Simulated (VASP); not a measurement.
A run of VASP 6.6.1 is set up as follows.

Contents of INCAR:

```
  PREC = Accurate
  ENCUT = 520
  EDIFF = 1E-6
  ISMEAR = 0
  SIGMA = 0.1
  LREAL = False
  LASPH = True
  NELM = 80
  ALGO = Normal
  ISIF = 2
  LWAVE = False
  LCHARG = False
  LDIPOL = True
  IDIPOL = 3
  DIPOL = 0.5 0.5 0.357
  GGA = PE
  NBANDS = 34
```

Contents of KPOINTS:

```
regular mesh
0
Gamma
  8 8 1
```

The input POSCAR:

```
Si4Mo2N
1.0
    3.2169717285      0.0000000000      0.0000000000
    0.0000000000      3.2169717285      0.0000000000
    0.0000000000      0.0000000000     21.8787970046
Si Mo N
4 2 1
Direct
    0.0000000000      0.0000000000      0.1828254085
    0.0000000000      0.0000000000      0.3015081460
    0.5000000000      0.5000000000      0.3593659936
    0.5000000000      0.5000000000      0.4743769505
    0.5000000000      0.5000000000      0.2421667772
    0.0000000000      0.0000000000      0.4192862006
    0.5000000000      0.8750000000      0.5223940893
```

Potentials or basis: VASP PAW PBE potentials, release 64 (Si, Mo_sv, N).

Run with:

```console
$ cat potpaw_PBE.64/Si/POTCAR potpaw_PBE.64/Mo_sv/POTCAR potpaw_PBE.64/N/POTCAR > POTCAR
$ mpirun -np 1 vasp_std > vasp.out
```

Q: Estimate the band gap on the k mesh.

A: Zero (an odd number of electrons rules out a gap without spin polarisation).

Q: Estimate the largest force.

A: 4.760 eV/Å.

Forces in eV/Å, atoms in the order of the input:
```
Si   0.000  0.025  0.586
Si   0.000  0.040 -0.498
Si   0.000 -0.088 -0.211
Si   0.000 -4.752  0.283
Mo   0.000 -0.047 -0.243
Mo   0.000  0.217  0.056
N    0.000  4.605  0.028
```
